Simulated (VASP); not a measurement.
# AlN (series) (Fm-3m) in VASP: a series of runs

AlN (series) is run at these levels: PBEsol; tasks: single point.

Program: VASP 6.6.1. These are calculated values, not measurements. Logs are shortened: lines on timing, memory, paths and dates and some standing lists are left out, and cuts for length are marked.

### 1 The cell of the first run

It takes space group Fm-3m (No. 225, cubic). The conventional cell has a = 4.069 Å, b = 4.069 Å, c = 4.069 Å, α = 90.00°, β = 90.00°, γ = 90.00°. Within 2.7 Å of Al (site symmetry m-3m) lie 6 N at 2.03 Å. Within 2.7 Å of N (site symmetry m-3m) lie 6 Al at 2.03 Å.

### 2 Single point, PBEsol

Contents of INCAR:

```
SYSTEM = AlN
PREC = Accurate
ENCUT = 600
EDIFF = 1E-6
ISMEAR = 0
SIGMA = 0.02
LREAL = .FALSE.
LASPH = .TRUE.
NELM = 120
ALGO = Normal
ISIF = 2
LWAVE = .FALSE.
LCHARG = .FALSE.
GGA = PS
NBANDS = 11
GGA_COMPAT = .FALSE.
```

Contents of KPOINTS:

```
regular mesh
0
G
  4 4 4
  0 0 0
```

Contents of POSCAR:

```
AlN
1.0
    0.0000000000      2.0345180000      2.0345180000
    2.0345180000      0.0000000000      2.0345180000
    2.0345180000      2.0345180000      0.0000000000
Al N
1 1
Direct
    0.5000000000      0.5000000000      0.5000000000
    0.0000000000      0.0000000000      0.0000000000
```

Potentials or basis: VASP PAW PBE potentials, release 64 (Al, N).

The run is started by

```sh
$ cat potpaw_PBE.64/Al/POTCAR potpaw_PBE.64/N/POTCAR > POTCAR
$ mpirun -np 1 vasp_std > vasp.out
```

OUTCAR:

```text
SYSTEM = AlN
   PREC = Accurate
   ENCUT = 600
   EDIFF = 1E-6
   ISMEAR = 0
   LREAL = .FALSE.
   LASPH = .TRUE.
   NELM = 120
   ISIF = 2
   GGA = PS

 ion  position               nearest neighbor table
   1  0.500  0.500  0.500-   2 2.03   2 2.03   2 2.03   2 2.03   2 2.03   2 2.03
   2  0.000  0.000  0.000-   1 2.03   1 2.03   1 2.03   1 2.03   1 2.03   1 2.03

  LATTYP: Found a face centered cubic cell.
 ALAT       =     4.0690360000

  Lattice vectors:

 A1 = (   0.0000000000,   2.0345180000,   2.0345180000)
 A2 = (   2.0345180000,   0.0000000000,   2.0345180000)
 A3 = (   2.0345180000,   2.0345180000,   0.0000000000)

Analysis of symmetry for initial positions (statically):
=====================================================================
 Subroutine PRICEL returns:
 Original cell was already a primitive cell.

 Routine SETGRP: Setting up the symmetry group for a
 face centered cubic supercell.

 Subroutine GETGRP returns: Found 48 space group operations
 (whereof 48 operations were pure point group operations)
 out of a pool of 48 trial point group operations.

The static configuration has the point symmetry O_h .

Analysis of symmetry for dynamics (positions and initial velocities):
=====================================================================
 Subroutine PRICEL returns:
 Original cell was already a primitive cell.

 Routine SETGRP: Setting up the symmetry group for a
 face centered cubic supercell.

 Subroutine GETGRP returns: Found 48 space group operations
 (whereof 48 operations were pure point group operations)
 out of a pool of 48 trial point group operations.

The dynamic configuration has the point symmetry O_h .

 Subroutine INISYM returns: Found 48 space group operations
 (whereof 48 operations are pure point group operations),
 and found     1 'primitive' translations

----------------------------------------------------------------------------------------

                                     Primitive cell

  volume of cell :      16.8428

  direct lattice vectors                    reciprocal lattice vectors
     0.000000000  2.034518000  2.034518000    -0.245758455  0.245758455  0.245758455
     2.034518000  0.000000000  2.034518000     0.245758455 -0.245758455  0.245758455
     2.034518000  2.034518000  0.000000000     0.245758455  0.245758455 -0.245758455

  length of vectors
     2.877242948  2.877242948  2.877242948     0.425666130  0.425666130  0.425666130

  position of ions in fractional coordinates (direct lattice)
     0.500000000  0.500000000  0.500000000
     0.000000000  0.000000000  0.000000000

  ion indices of the primitive-cell ions
   primitive index   ion index
                 1           1
                 2           2

----------------------------------------------------------------------------------------

 KPOINTS: regular mesh

Automatic generation of k-mesh.
 Grid dimensions read from file:
 generate k-points for:    4    4    4

 Generating k-lattice:

  Cartesian coordinates                     Fractional coordinates (reciprocal lattice)
    -0.061439614  0.061439614  0.061439614     0.250000000  0.000000000  0.000000000
     0.061439614 -0.061439614  0.061439614     0.000000000  0.250000000  0.000000000
     0.061439614  0.061439614 -0.061439614     0.000000000  0.000000000  0.250000000

  Length of vectors
     0.106416533  0.106416533  0.106416533

  Shift w.r.t. Gamma in fractional coordinates (k-lattice)
     0.000000000  0.000000000  0.000000000

 Subroutine IBZKPT returns following result:
 ===========================================

 Found      8 irreducible k-points:

 Following reciprocal coordinates:
            Coordinates               Weight
  0.000000  0.000000  0.000000      1.000000
  0.250000  0.000000  0.000000      8.000000
  0.500000  0.000000  0.000000      4.000000
  0.250000  0.250000  0.000000      6.000000
  0.500000  0.250000  0.000000     24.000000
 -0.250000  0.250000  0.000000     12.000000
  0.500000  0.500000  0.000000      3.000000
 -0.250000  0.500000  0.250000      6.000000
   k-points           NKPTS =      8   k-points in BZ     NKDIM =      8   number of bands    NBANDS=     11
   number of dos      NEDOS =    301   number of ions     NIONS =      2
   total plane-waves  NPLWV =  13824
   dimension x,y,z NGX =    24 NGY =   24 NGZ =   24
   dimension x,y,z NGXF=    48 NGYF=   48 NGZF=   48
   ions per type =               1   1
   NGX,Y,Z   is equivalent  to a cutoff of  13.87, 13.87, 13.87 a.u.
   NGXF,Y,Z  is equivalent  to a cutoff of  27.73, 27.73, 27.73 a.u.
 SYSTEM =  AlN
   PREC   = accura    normal or accurate (medium, high low for compatibility)
   ISTART =      0    job   : 0-new  1-cont  2-samecut
   ICHARG =      2    charge: 1-file 2-atom 10-const
   ISPIN  =      1    spin polarized calculation?
   LNONCOLLINEAR =      F non collinear calculations
   LSORBIT =      F    spin-orbit coupling
   LASPH  =      T    aspherical Exc in radial PAW
   ENCUT  =  600.0 eV  44.10 Ry    6.64 a.u.   5.75  5.75  5.75*2*pi/ulx,y,z
   NELM   =    120;   NELMIN=  2; NELMDL= -5     # of ELM steps
   EDIFF  = 0.1E-05   stopping-criterion for ELM
   LREAL  =      F    real-space projection
   EDIFFG = 0.1E-04   stopping-criterion for IOM
   NSW    =      0    number of steps for IOM
   IBRION =     -1    ionic relax: 0-MD 1-quasi-New 2-CG
   NFREE  =      0    steps in history (QN), initial steepest desc. (CG)
   ISIF   =      2    stress and relaxation
   ISYM   =      2    0-nonsym 1-usesym 2-fastsym
   POTIM  = 0.5000    time-step for ionic-motion
   TEBEG  =    0.0;   TEEND  =   0.0 temperature during run
   PSTRESS=    0.0 pullay stress
   NELECT =       8.0000    total number of electrons
   NUPDOWN=      -1.0000    fix difference up-down
   EMIN   =  10.00;   EMAX   =-10.00  energy-range for DOS
   EFERMI =   0.00;   METHOD = LEGACY
   ISMEAR =     0;   SIGMA  =   0.02  broadening in eV -4-tet -1-fermi 0-gaus
   EFERMI_NEDOS =   21; number of points for ismear=-14 and -15
   IALGO  =     38    algorithm
   IMIX   =      4    mixing-type and parameters
     AMIX     =   0.40;   BMIX     =  1.00
     AMIX_MAG =   1.60;   BMIX_MAG =  1.00
  volume/ion in A,a.u.               =       8.42        56.83
  Fermi-wavevector in a.u.,A,eV,Ry     =   1.277321  2.413786 22.198561  1.631548
  Thomas-Fermi vector in A             =   2.409927
   LORBIT       =      0    0 simple, 1 ext, 2 COOP (PROOUT), +10 PAW based schemes
   GGA     = PS    functional components
   LHFCALC =     F    Hartree Fock is set to
   AEXX    =    0.0000 exact exchange contribution
   IVDW    =     0    specifies the selected vdW correction
   LEPSILON=     F    determine dielectric tensor
   LRPA    =     F    only Hartree local field effects (RPA)
 non-spin polarized calculation
 Gauss-broadening in eV      SIGMA  =   0.02
  energy-cutoff  :      600.00
  volume of cell :       16.84
 maximum number of plane-waves:       588
 NGX is ok and might be reduce to    24
   NGX = 11   NGY = 11   NGZ = 11

 number of electron       7.9999999 magnetization

 Free energy of the ion-electron system (eV)
  ---------------------------------------------------
  ext. energy  EPLUGINS =         0.00000000
  ---------------------------------------------------
  free energy    TOTEN  =       -15.36083767 eV

  energy without entropy =      -15.36083767  energy(sigma->0) =      -15.36083767

 E-fermi :   9.8766     XC(G=0): -12.3557

 val. band max:        9.6971506726   @ k =   0.0000   0.0000   0.0000
 cond. band min:      14.0184994167   @ k =   0.5000   0.5000   0.0000
 fundamental gap:      4.3213487440
 Fermi energy:         9.8765896130

 k-point     1 :       0.0000    0.0000    0.0000
  band No.  band energies     occupation
      1      -7.7041      2.00000
      2       9.6972      2.00000
      3       9.6972      2.00000
      4       9.6972      2.00000
      5      15.0760      0.00000
      6      21.6089      0.00000
      7      21.6089      0.00000
      8      21.6089      0.00000
      9      26.6350      0.00000
     10      27.1940      0.00000
     11      27.1940      0.00000

 k-point     2 :       0.2500    0.0000    0.0000
  band No.  band energies     occupation
      1      -6.4873      2.00000
      2       5.3573      2.00000
      3       9.1171      2.00000
      4       9.1172      2.00000
      5      16.3067      0.00000
      6      20.5601      0.00000
      7      21.7204      0.00000
      8      21.7204      0.00000
      9      25.5635      0.00000
     10      25.5635      0.00000
     11      26.4124      0.00000

 k-point     3 :       0.5000    0.0000    0.0000
  band No.  band energies     occupation
      1      -4.4661      2.00000
      2       1.4164      2.00000
      3       8.6361      2.00000
      4       8.6361      2.00000
      5      15.5828      0.00000
      6      20.3921      0.00000
      7      20.3921      0.00000
      8      22.6647      0.00000
      9      25.3899      0.00000
     10      29.9645      0.00000
     11      29.9645      0.00000

 k-point     4 :       0.2500    0.2500    0.0000
  band No.  band energies     occupation
      1      -6.0985      2.00000
      2       5.8785      2.00000
      3       8.0741      2.00000
      4       8.0741      2.00000
      5      16.9657      0.00000
      6      17.1271      0.00000
      7      20.5929      0.00000
      8      24.2937      0.00000
      9      24.2937      0.00000
     10      29.1260      0.00000
     11      31.7819      0.00000

 k-point     5 :       0.5000    0.2500    0.0000
  band No.  band energies     occupation
      1      -4.1162      2.00000
      2       2.8664      2.00000
      3       5.8755      2.00000
      4       7.6661      2.00000
      5      16.0051      0.00000
      6      18.8597      0.00000
      7      21.1305      0.00000
      8      23.2149      0.00000
      9      26.0421      0.00000
     10      31.6049      0.00000
     11      31.9766      0.00000

 k-point     6 :      -0.2500    0.2500    0.0000
  band No.  band energies     occupation
      1      -4.8123      2.00000
      2       3.7699      2.00000
      3       5.5629      2.00000
      4       8.5814      2.00000
      5      17.7877      0.00000
      6      19.9599      0.00000
      7      20.0192      0.00000
      8      21.9213      0.00000
      9      26.0240      0.00000
     10      28.5127      0.00000
     11      30.7523      0.00000

 k-point     7 :       0.5000    0.5000    0.0000
  band No.  band energies     occupation
      1      -3.4893      2.00000
      2       2.3443      2.00000
      3       6.9081      2.00000
      4       6.9081      2.00000
      5      14.0185      0.00000
      6      14.8136      0.00000
      7      23.4284      0.00000
      8      26.5328      0.00000
      9      26.5328      0.00000
     10      32.5298      0.00000
     11      35.2543      0.00000

 k-point     8 :      -0.2500    0.5000    0.2500
  band No.  band energies     occupation
      1      -3.3306      2.00000
      2       4.0115      2.00000
      3       4.0115      2.00000
      4       5.7772      2.00000
      5      17.5252      0.00000
      6      20.1744      0.00000
      7      20.1744      0.00000
      8      21.6026      0.00000
      9      28.5649      0.00000
     10      28.5649      0.00000
     11      34.3618      0.00000

------------------------ aborting loop because EDIFF is reached ----------------------------------------

  FORCE on cell =-STRESS in cart. coord.  units (eV):
  Direction    XX          YY          ZZ          XY          YZ          ZX
  --------------------------------------------------------------------------------------
  -------------------------------------------------------------------------------------
  Total       -0.4895704     -0.4895704     -0.4895704      0.0000000      0.0000000      0.0000000
  in kB      -46.5705290    -46.5705290    -46.5705290      0.0000000      0.0000000      0.0000000
  external PRESSURE =     -46.5705290 kB  Pullay stress =       0.0000000 kB

 VOLUME and BASIS-vectors are now :
 -----------------------------------------------------------------------------
  energy-cutoff  :      600.00
  volume of cell :       16.84
      direct lattice vectors                 reciprocal lattice vectors
     0.000000000  2.034518000  2.034518000    -0.245758455  0.245758455  0.245758455
     2.034518000  0.000000000  2.034518000     0.245758455 -0.245758455  0.245758455
     2.034518000  2.034518000  0.000000000     0.245758455  0.245758455 -0.245758455

 POSITION                                       TOTAL-FORCE (eV/Angst)
 -----------------------------------------------------------------------------------
      2.03452      2.03452      2.03452        -0.000000     -0.000000      0.000000
      0.00000      0.00000      0.00000         0.000000      0.000000     -0.000000
 -----------------------------------------------------------------------------------
    total drift:                                0.000000     -0.000000     -0.000000

  FREE ENERGIE OF THE ION-ELECTRON SYSTEM (eV)
  ---------------------------------------------------
  free  energy   TOTEN  =       -15.3608376692 eV

  energy  without entropy=      -15.3608376692  energy(sigma->0) =      -15.36083767
```

Wall time 3.3 s (1 thread of Intel Xeon 8259CL, shared host); peak memory 0.13 GiB.

What came out:

```yaml
Free_energy: -15.3608 eV
Pressure: -4.7 GPa
Band_gap_on_the_k_mesh: 4.32 eV, indirect (least direct gap 5.38 eV)
```

Levels at points of the mesh, in eV from the valence-band top:
| k point | band 1 | band 2 | band 3 | band 4 | band 5 | band 6 | band 7 | band 8 | band 9 |
| --- | --- | --- | --- | --- | --- | --- | --- | --- | --- |
| (0.00, 0.00, 0.00) | -17.40 | 0.00 | 0.00 | 0.00 | 5.38 | 11.91 | 11.91 | 11.91 | 16.94 |
| (0.50, 0.00, 0.00) | -14.16 | -8.28 | -1.06 | -1.06 | 5.89 | 10.69 | 10.69 | 12.97 | 15.69 |
| (0.50, 0.50, 0.00) | -13.19 | -7.35 | -2.79 | -2.79 | 4.32 | 5.12 | 13.73 | 16.84 | 16.84 |

Caveat: the k points lie up to 0.67 Å⁻¹ apart; the PAW data sets were made with another functional, which shifts forces and pressure a little. A k mesh can miss the band edges.

[end of part 1 of 2]
